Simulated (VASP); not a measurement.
The system is Si2Mo.

```
CELL_PARAMETERS angstrom
-1.63138 1.63138 4.00759
1.63138 -1.63138 4.00759
1.63138 1.63138 -4.00759
ATOMIC_POSITIONS crystal
Mo 0.00000 0.00000 0.00000
Si 0.66700 0.66700 0.00000
Si 0.33300 0.33300 0.00000
```

Base run:

```yaml
Program: VASP 6.6.1
Functional: PBEsol
Dispersion: D4
Potentials_or_basis: VASP PAW PBE potentials, release 64 (Mo_sv, Si)
Cutoff: 520 eV
k_mesh: 12 × 12 × 12
Occupations: fermi-dirac, width 0.05 eV
Spin: no spin polarisation
```

Its results: band gap on the k mesh zero (band 11 reaches 11.81 eV, above the bottom of band 12 at 10.81 eV); pressure -16.4 GPa; largest force 0.407 eV/Å.

Q: The run is repeated on the same cell with these changes: dispersion from D4 to none; further incar settings from ALGO = Normal; EDIFF = 1e-07; NBANDS = 18 to ALGO = Normal; EDIFF = 1e-06; NBANDS = 18. What comes out?

A: Band gap on the k mesh zero (band 11 reaches 11.81 eV, above the bottom of band 12 at 10.81 eV); pressure -13.2 GPa; largest force 0.404 eV/Å.

Caveats: the PAW data sets were made with another functional, which shifts forces and pressure a little; pairwise dispersion overbinds metals, which lowers pressure and volume (some runs).
